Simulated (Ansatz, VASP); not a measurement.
Na2CoF6 in VASP and in Ansatz

```
CELL_PARAMETERS angstrom
0.00000 3.80964 3.80964
3.80964 0.00000 3.80964
3.80964 3.80964 0.00000
ATOMIC_POSITIONS crystal
F 0.80500 0.19500 0.19500
F 0.19500 0.80500 0.19500
F 0.19500 0.80500 0.80500
F 0.80500 0.19500 0.80500
F 0.19500 0.19500 0.80500
F 0.80500 0.80500 0.19500
Na 0.25000 0.25000 0.25000
Na 0.75000 0.75000 0.75000
Co 0.00000 0.00000 0.00000
```

Alike in both runs: task single point; functional r2SCAN; k mesh 4 × 4 × 4; occupations gaussian, width 0.0176 eV; no spin polarisation.

```csv
,VASP,Ansatz
version,VASP 6.6.1,Ansatz 0.2.0
potentials or method,"VASP PAW PBE potentials, release 64 (F, Na_pv, Co), cutoff 520 eV",PAW plane waves
valence electrons in the cell,65,77
```

|  | VASP | Ansatz | Ansatz less VASP |
| --- | --- | --- | --- |
| gap on the k mesh at the Fermi level (eV) | none | none | - |
| rms of the force components (eV/Å) | 8.633 | 8.463 | -0.1700 |

VASP's potentials were made for PBE, not for r2SCAN. Atom by atom the forces differ by 0.170 eV/Å (rms over components). A gap of «none» marks a metal or a gap that the smearing closes. The functional is the same, so the differences come from potentials, cutoffs and numerics. VASP's potentials hold 65 valence electrons a cell and Ansatz's 77, so a difference there can come from the potentials and not from the codes.
